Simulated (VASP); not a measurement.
# Ti4N5 in VASP: notebook

Runs on Ti4N5. Level: PBEsol. Tasks: single point.

Everything below comes from runs of VASP 6.6.1. Logs are shortened: lines on timing, memory, paths and dates and some standing lists are left out, and cuts for length are marked.

### 1 The cell of the first run

The cell holds a slab with vacuum, 9 atoms: a = 2.973 Å, b = 2.973 Å, c = 27.495 Å, α = 90.00°, β = 90.00°, γ = 120.00°.

### 2 Single point, PBEsol

Contents of INCAR:

```
SYSTEM = Ti4N5
  ALGO = Normal
  DIPOL = 0.5 0.5 0.487
  EDIFF = 1E-6
  ENCUT = 520
  GGA = PS
  IDIPOL = 3
  ISIF = 2
  ISMEAR = 0
  LASPH = .True.
  LCHARG = .False.
  LDIPOL = .True.
  LREAL = .False.
  LWAVE = .False.
  NBANDS = 46
  NELM = 100
  PREC = Accurate
  SIGMA = 0.1
```

Contents of KPOINTS:

```
k-points
0
Gamma
  12 12 1
  0 0 0
```

Contents of POSCAR:

```
Ti4N5
1.0
    2.9726300472      0.0000000000      0.0000000000
   -1.4863150236      2.5743731369      0.0000000000
    0.0000000000      0.0000000000     27.4949979446
N Ti
5 4
Direct
    0.3333333333      0.6666666667      0.3091471408
    0.0000000000      0.0000000000      0.3974229164
    0.6666666667      0.3333333333      0.4851604237
    0.3333333333      0.6666666667      0.5745829933
    0.6666666667      0.3333333333      0.6782760251
    0.6666666667      0.3333333333      0.3532850285
    0.3333333333      0.6666666667      0.4415608042
    0.0000000000      0.0000000000      0.5288794570
    0.6666666667      0.3333333333      0.6153962891
```

Potentials or basis: VASP PAW PBE potentials, release 64 (N, Ti_sv).

On the command line:

```bash
$ cat potpaw_PBE.64/N/POTCAR potpaw_PBE.64/Ti_sv/POTCAR > POTCAR
$ mpirun -np 1 vasp_std > vasp.out
```

OUTCAR:

```text
SYSTEM = Ti4N5
   EDIFF = 1E-6
   ENCUT = 520
   GGA = PS
   ISIF = 2
   ISMEAR = 0
   LASPH = .True.
   LREAL = .False.
   NELM = 100
   PREC = Accurate

 ion  position               nearest neighbor table
   1  0.333  0.667  0.309-   6 2.10   6 2.10   6 2.10
   2  0.000  0.000  0.397-   7 2.10   7 2.10   7 2.10   6 2.10   6 2.10   6 2.10
   3  0.667  0.333  0.485-   7 2.09   7 2.09   7 2.09   8 2.10   8 2.10   8 2.10
   4  0.333  0.667  0.575-   9 2.05   9 2.05   9 2.05   8 2.13   8 2.13   8 2.13
   5  0.667  0.333  0.678-   9 1.73
   6  0.667  0.333  0.353-   1 2.10   1 2.10   1 2.10   2 2.10   2 2.10   2 2.10
   7  0.333  0.667  0.442-   3 2.09   3 2.09   3 2.09   2 2.10   2 2.10   2 2.10
   8  0.000  0.000  0.529-   3 2.10   3 2.10   3 2.10   4 2.13   4 2.13   4 2.13
   9  0.667  0.333  0.615-   5 1.73   4 2.05   4 2.05   4 2.05

  LATTYP: Found a hexagonal cell.
 ALAT       =     2.9726300472
 C/A-ratio  =     9.2493843862

  Lattice vectors:

 A1 = (   2.9726300472,   0.0000000000,   0.0000000000)
 A2 = (  -1.4863150236,   2.5743731369,   0.0000000000)
 A3 = (   0.0000000000,   0.0000000000,  27.4949979446)

Analysis of symmetry for initial positions (statically):
=====================================================================
 Subroutine PRICEL returns:
 Original cell was already a primitive cell.

 Routine SETGRP: Setting up the symmetry group for a
 hexagonal supercell.

 Subroutine GETGRP returns: Found  6 space group operations
 (whereof  6 operations were pure point group operations)
 out of a pool of 24 trial point group operations.

The static configuration has the point symmetry C_3v.

Analysis of symmetry for dynamics (positions and initial velocities):
=====================================================================
 Subroutine PRICEL returns:
 Original cell was already a primitive cell.

 Routine SETGRP: Setting up the symmetry group for a
 hexagonal supercell.

 Subroutine GETGRP returns: Found  6 space group operations
 (whereof  6 operations were pure point group operations)
 out of a pool of 24 trial point group operations.

The dynamic configuration has the point symmetry C_3v.

 Subroutine INISYM returns: Found  6 space group operations
 (whereof  6 operations are pure point group operations),
 and found     1 'primitive' translations

----------------------------------------------------------------------------------------

                                     Primitive cell

  volume of cell :     210.4098

  direct lattice vectors                    reciprocal lattice vectors
     2.972630047  0.000000000  0.000000000     0.336402440  0.194222039  0.000000000
    -1.486315024  2.574373137  0.000000000     0.000000000  0.388444078  0.000000000
     0.000000000  0.000000000 27.494997945     0.000000000  0.000000000  0.036370252

  length of vectors
     2.972630047  2.972630047 27.494997945     0.388444078  0.388444078  0.036370252

  position of ions in fractional coordinates (direct lattice)
     0.333333333  0.666666667  0.309147141
     0.000000000  0.000000000  0.397422916
     0.666666667  0.333333333  0.485160424
     0.333333333  0.666666667  0.574582993
     0.666666667  0.333333333  0.678276025
     0.666666667  0.333333333  0.353285028
     0.333333333  0.666666667  0.441560804
     0.000000000  0.000000000  0.528879457
     0.666666667  0.333333333  0.615396289

  ion indices of the primitive-cell ions
   primitive index   ion index
                 1           1
                 2           2
                 3           3
                 4           4
                 5           5
                 6           6
                 7           7
                 8           8
                 9           9

----------------------------------------------------------------------------------------

 KPOINTS: k-points

Automatic generation of k-mesh.
 Grid dimensions read from file:
 generate k-points for:   12   12    1

 Generating k-lattice:

  Cartesian coordinates                     Fractional coordinates (reciprocal lattice)
     0.028033537  0.016185170  0.000000000     0.083333333  0.000000000  0.000000000
     0.000000000  0.032370340  0.000000000     0.000000000  0.083333333  0.000000000
     0.000000000  0.000000000  0.036370252     0.000000000  0.000000000  1.000000000

  Length of vectors
     0.032370340  0.032370340  0.036370252

  Shift w.r.t. Gamma in fractional coordinates (k-lattice)
     0.000000000  0.000000000  0.000000000

 Subroutine IBZKPT returns following result:
 ===========================================

 Found     19 irreducible k-points:

 Following reciprocal coordinates:
            Coordinates               Weight
  0.000000  0.000000  0.000000      1.000000
  0.083333  0.000000  0.000000      6.000000
  0.166667  0.000000  0.000000      6.000000
  0.250000  0.000000  0.000000      6.000000
  0.333333  0.000000  0.000000      6.000000
  0.416667  0.000000  0.000000      6.000000
[... 11 lines left out ...]
  0.333333  0.250000  0.000000     12.000000
  0.333333  0.333333  0.000000      2.000000
   k-points           NKPTS =     19   k-points in BZ     NKDIM =     19   number of bands    NBANDS=     46
   number of dos      NEDOS =    301   number of ions     NIONS =      9
   total plane-waves  NPLWV = 120960
   dimension x,y,z NGX =    24 NGY =   24 NGZ =  210
   dimension x,y,z NGXF=    48 NGYF=   48 NGZF=  420
   ions per type =               5   4
   NGX,Y,Z   is equivalent  to a cutoff of  13.42, 13.42, 12.70 a.u.
   NGXF,Y,Z  is equivalent  to a cutoff of  26.84, 26.84, 25.39 a.u.
 SYSTEM =  Ti4N5
   PREC   = accura    normal or accurate (medium, high low for compatibility)
   ISTART =      0    job   : 0-new  1-cont  2-samecut
   ICHARG =      2    charge: 1-file 2-atom 10-const
   ISPIN  =      1    spin polarized calculation?
   LNONCOLLINEAR =      F non collinear calculations
   LSORBIT =      F    spin-orbit coupling
   LASPH  =      T    aspherical Exc in radial PAW
   ENCUT  =  520.0 eV  38.22 Ry    6.18 a.u.   5.53  5.53 51.12*2*pi/ulx,y,z
   NELM   =    100;   NELMIN=  2; NELMDL= -5     # of ELM steps
   EDIFF  = 0.1E-05   stopping-criterion for ELM
   LREAL  =      F    real-space projection
   EDIFFG = 0.1E-04   stopping-criterion for IOM
   NSW    =      0    number of steps for IOM
   IBRION =     -1    ionic relax: 0-MD 1-quasi-New 2-CG
   NFREE  =      0    steps in history (QN), initial steepest desc. (CG)
   ISIF   =      2    stress and relaxation
   ISYM   =      2    0-nonsym 1-usesym 2-fastsym
   POTIM  = 0.5000    time-step for ionic-motion
   TEBEG  =    0.0;   TEEND  =   0.0 temperature during run
   PSTRESS=    0.0 pullay stress
   NELECT =      73.0000    total number of electrons
   NUPDOWN=      -1.0000    fix difference up-down
   EMIN   =  10.00;   EMAX   =-10.00  energy-range for DOS
   EFERMI =   0.00;   METHOD = LEGACY
   ISMEAR =     0;   SIGMA  =   0.10  broadening in eV -4-tet -1-fermi 0-gaus
   EFERMI_NEDOS =   21; number of points for ismear=-14 and -15
   IALGO  =     38    algorithm
   IMIX   =      4    mixing-type and parameters
     AMIX     =   0.40;   BMIX     =  1.00
     AMIX_MAG =   1.60;   BMIX_MAG =  1.00
  volume/ion in A,a.u.               =      23.38       157.77
  Fermi-wavevector in a.u.,A,eV,Ry     =   1.150342  2.173832 18.004419  1.323287
  Thomas-Fermi vector in A             =   2.287007
   LORBIT       =      0    0 simple, 1 ext, 2 COOP (PROOUT), +10 PAW based schemes
   GGA     = PS    functional components
   LHFCALC =     F    Hartree Fock is set to
   AEXX    =    0.0000 exact exchange contribution
   IVDW    =     0    specifies the selected vdW correction
   LEPSILON=     F    determine dielectric tensor
   LRPA    =     F    only Hartree local field effects (RPA)
 non-spin polarized calculation
 Gauss-broadening in eV      SIGMA  =   0.10
  energy-cutoff  :      520.00
  volume of cell :      210.41
 maximum number of plane-waves:      5757
 NGX is ok and might be reduce to    24
   NGX = 11   NGY = 11   NGZ =103

 dipolmoment           0.000000      0.000000     -0.002099 electrons x Angstroem

 number of electron      73.0000015 magnetization

 dipolmoment           0.000000      0.000000      0.018877 electrons x Angstroem

 Free energy of the ion-electron system (eV)
  ---------------------------------------------------
  ext. energy  EPLUGINS =         0.00000000
  ---------------------------------------------------
  free energy    TOTEN  =       -84.61300274 eV

  energy without entropy =      -84.59080643  energy(sigma->0) =      -84.60190458

 E-fermi :  -1.0503     XC(G=0):  -5.8767

 val. band max:       -1.1055360862   @ k =   0.2500   0.0833   0.0000
 cond. band min:      -1.0365493967   @ k =   0.0833   0.0833   0.0000
 fundamental gap:      0.0689866895
 Fermi energy:        -1.0503140536

 k-point     1 :       0.0000    0.0000    0.0000
  band No.  band energies     occupation
      1     -58.5319      2.00000
      2     -58.4549      2.00000
      3     -57.3361      2.00000
      4     -57.0124      2.00000
      5     -35.1891      2.00000
      6     -34.8098      2.00000
[... 38 lines left out ...]
     45       1.0677      0.00000
     46       1.1931      0.00000

 k-point     2 :       0.0833    0.0000    0.0000
  band No.  band energies     occupation
      1     -58.5262      2.00000
      2     -58.4507      2.00000
      3     -57.3313      2.00000
      4     -57.0075      2.00000
      5     -35.1758      2.00000
      6     -34.8160      2.00000
[... 825 lines left out ...]
 k-point    19 :       0.3333    0.3333    0.0000
  band No.  band energies     occupation
      1     -58.4324      2.00000
      2     -58.3860      2.00000
      3     -57.2551      2.00000
      4     -56.9292      2.00000
      5     -35.0983      2.00000
      6     -35.0749      2.00000
[... 38 lines left out ...]
     45       2.1514      0.00000
     46       2.1914      0.00000

------------------------ aborting loop because EDIFF is reached ----------------------------------------

 vacuum level on the upper side and lower side of the slab       (xc-potential included)        -0.011        -0.454

  FORCE on cell =-STRESS in cart. coord.  units (eV):
  Direction    XX          YY          ZZ          XY          YZ          ZX
  --------------------------------------------------------------------------------------
  -------------------------------------------------------------------------------------
  Total        1.1235907      1.1235907     -2.9438387      0.0000000      0.0000000      0.0000000
  in kB        8.5556434      8.5556434    -22.4160223      0.0000000      0.0000000      0.0000000
  external PRESSURE =      -1.7682452 kB  Pullay stress =       0.0000000 kB

 VOLUME and BASIS-vectors are now :
 -----------------------------------------------------------------------------
  energy-cutoff  :      520.00
  volume of cell :      210.41
      direct lattice vectors                 reciprocal lattice vectors
     2.972630047  0.000000000  0.000000000     0.336402440  0.194222039  0.000000000
    -1.486315024  2.574373137  0.000000000     0.000000000  0.388444078  0.000000000
     0.000000000  0.000000000 27.494997945     0.000000000  0.000000000  0.036370252

 POSITION                                       TOTAL-FORCE (eV/Angst)
 -----------------------------------------------------------------------------------
     -0.00000      1.71625      8.50000         0.000000     -0.000000      4.368714
      0.00000      0.00000     10.92714        -0.000000     -0.000000      1.070822
      1.48632      0.85812     13.33948         0.000000     -0.000000     -0.018339
     -0.00000      1.71625     15.79816         0.000000      0.000000     -0.009151
      1.48632      0.85812     18.64920         0.000000      0.000000      0.139301
      1.48632      0.85812      9.71357         0.000000      0.000000     -5.771271
     -0.00000      1.71625     12.14071        -0.000000      0.000000      0.313530
      0.00000      0.00000     14.54154         0.000000     -0.000000      0.023428
      1.48632      0.85812     16.92032        -0.000000     -0.000000     -0.117035
 -----------------------------------------------------------------------------------
    total drift:                               -0.000001      0.000000      0.000442

  FREE ENERGIE OF THE ION-ELECTRON SYSTEM (eV)
  ---------------------------------------------------
  free  energy   TOTEN  =       -84.6130027360 eV

  energy  without entropy=      -84.5908064272  energy(sigma->0) =      -84.60190458

 vacuum level on the upper side and lower side of the slab         7.314         6.865
```

It took 3.9 min on 1 thread of Intel Xeon 6975P-C (Granite Rapids), shared host; peak memory 0.41 GiB.

Results:

```
Free energy            : -84.6130 eV
Largest force          : 5.771 eV/Å
Band gap on the k mesh : zero (an odd number of electrons rules out a gap without spin polarisation)
```

Forces in eV/Å, atoms in the order of the input:
```
N    0.000  0.000  4.369
N    0.000  0.000  1.071
N    0.000  0.000 -0.018
N    0.000  0.000 -0.009
N    0.000  0.000  0.139
Ti   0.000  0.000 -5.771
Ti   0.000  0.000  0.314
Ti   0.000  0.000  0.023
Ti   0.000  0.000 -0.117
```

Caveat: the PAW data sets were made with another functional, which shifts forces and pressure a little.

### 3 Single point, PBEsol

Contents of INCAR:

```
SYSTEM = Ti4N5
PREC     = Accurate       ! precision mode
ENCUT    = 520            ! plane-wave cutoff, eV
EDIFF    = 1E-6           ! SCF threshold, eV
ISMEAR   = 0              ! smearing method
SIGMA    = 0.1            ! smearing width, eV
LREAL    = .FALSE.        ! projectors in reciprocal space
LASPH    = .TRUE.         ! aspherical terms in the spheres
NELM     = 100            ! most SCF steps
ALGO     = Normal         ! electronic algorithm
ISIF     = 2              ! what is computed and relaxed
LWAVE    = .FALSE.        ! write WAVECAR
LCHARG   = .FALSE.        ! write CHGCAR
LDIPOL   = .TRUE.       
IDIPOL   = 3            
DIPOL    = 0.5 0.5 0.486
GGA      = PS             ! functional
NBANDS   = 46             ! bands
```

Contents of KPOINTS:

```
Automatic mesh
0
G
  12 12 1
  0 0 0
```

Contents of POSCAR:

```
Ti4N5
1.0
    2.9726300472      0.0000000000      0.0000000000
   -1.4863150236      2.5743731369      0.0000000000
    0.0000000000      0.0000000000     27.4949979446
N Ti
5 4
Direct
    0.3333333333      0.6666666667      0.3091471408
    0.0000000000      0.0000000000      0.3974229164
    0.6666666667      0.3333333333      0.4857767244
    0.3333333333      0.6666666667      0.5715182390
    0.0000000000      0.0000000000      0.6545743214
    0.6666666667      0.3333333333      0.3532850285
    0.3333333333      0.6666666667      0.4415608042
    0.0000000000      0.0000000000      0.5305252944
    0.6666666667      0.3333333333      0.6262298388
```

Potentials or basis: VASP PAW PBE potentials, release 64 (N, Ti_sv).

On the command line:

```bash
$ cat potpaw_PBE.64/N/POTCAR potpaw_PBE.64/Ti_sv/POTCAR > POTCAR
$ mpirun -np 1 vasp_std > vasp.out
```

It took 3.6 min on 1 thread of Intel Xeon 6975P-C (Granite Rapids), shared host; peak memory 0.41 GiB.

The run converged. Its results:

| Quantity | Value |
| --- | --- |
| Free energy | -88.6659 eV |
| Largest force | 5.659 eV/Å |
| Band gap on the k mesh | zero (an odd number of electrons rules out a gap without spin polarisation) |

Forces in eV/Å, atoms in the order of the input:
```
N    0.000  0.000  4.332
N    0.000  0.000  1.051
N    0.000  0.000  0.015
N    0.000  0.000  0.017
N    0.000  0.000  0.070
Ti   0.000  0.000 -5.659
Ti   0.000  0.000  0.238
Ti   0.000  0.000 -0.019
Ti   0.000  0.000 -0.045
```

Levels at points of the mesh, in eV from the Fermi level:
| k point | band 33 | band 34 | band 35 | band 36 | band 37 | band 38 | band 39 | band 40 |
| --- | --- | --- | --- | --- | --- | --- | --- | --- |
| (0.00, 0.00, 0.00) | -1.83 | -0.91 | -0.15 | -0.15 | 0.10 | 0.10 | 0.59 | 1.01 |
| (0.50, 0.00, 0.00) | -1.78 | -1.69 | -1.46 | -0.50 | -0.37 | 0.65 | 1.98 | 1.99 |

Caveat: the PAW data sets were made with another functional, which shifts forces and pressure a little.

### 4 Single point, PBEsol

Contents of INCAR:

```
PREC = Accurate
ENCUT = 520
EDIFF = 1E-7
ISMEAR = 0
SIGMA = 0.1
LREAL = False
LASPH = True
NELM = 80
ALGO = Normal
ISIF = 2
LWAVE = False
LCHARG = False
LDIPOL = True
IDIPOL = 3
DIPOL = 0.5 0.5 0.486
GGA = PS
NBANDS = 46
```

Contents of KPOINTS:

```
Automatic mesh
0
Gamma
  12 12 1
```

Contents of POSCAR:

```
Ti4N5
1.0
    2.9726300472      0.0000000000      0.0000000000
   -1.4863150236      2.5743731369      0.0000000000
    0.0000000000      0.0000000000     27.4949979446
N Ti
5 4
Direct
    0.3333333333      0.6666666667      0.3091471408
    0.0000000000      0.0000000000      0.3974229164
    0.6666695536      0.3333304464      0.4858209793
    0.3333560029      0.6666439971      0.5715536543
    0.0000804458     -0.0000804458      0.6546538089
    0.6666666667      0.3333333333      0.3532850285
    0.3333333333      0.6666666667      0.4415608042
    0.0000417524     -0.0000417524      0.5305320446
    0.6667540139      0.3332459861      0.6262930830
```

On the command line:

```bash
$ cat potpaw_PBE.64/N/POTCAR potpaw_PBE.64/Ti_sv/POTCAR > POTCAR
$ mpirun -np 1 vasp_std > vasp.out
```

It took 9.5 min on 1 thread of Intel Xeon 6975P-C (Granite Rapids), shared host; peak memory 0.53 GiB.

The run converged. Its results:

| Quantity | Value |
| --- | --- |
| Free energy | -88.6660 eV |
| Largest force | 5.659 eV/Å |
| Band gap on the k mesh | zero (an odd number of electrons rules out a gap without spin polarisation) |

Forces on the atoms (eV/Å):
```
N    0.000  0.000  4.332
N    0.000  0.000  1.053
N    0.001  0.000 -0.003
N    0.001  0.000  0.014
N    0.000  0.000  0.061
Ti   0.000  0.000 -5.659
Ti   0.000  0.000  0.248
Ti  -0.001  0.000  0.001
Ti   0.000  0.000 -0.048
```

Levels at points of the mesh, in eV from the Fermi level:
```tsv
k point	band 34	band 35	band 36	band 37	band 38	band 39
(0.00, 0.00, 0.00)	-0.91	-0.15	-0.15	0.10	0.10	0.59
(0.50, 0.00, 0.00)	-1.69	-1.46	-0.50	-0.37	0.65	1.98
(0.50, 0.50, 0.00)	-1.69	-1.46	-0.50	-0.37	0.65	1.98
```

Caveat: the PAW data sets were made with another functional, which shifts forces and pressure a little.
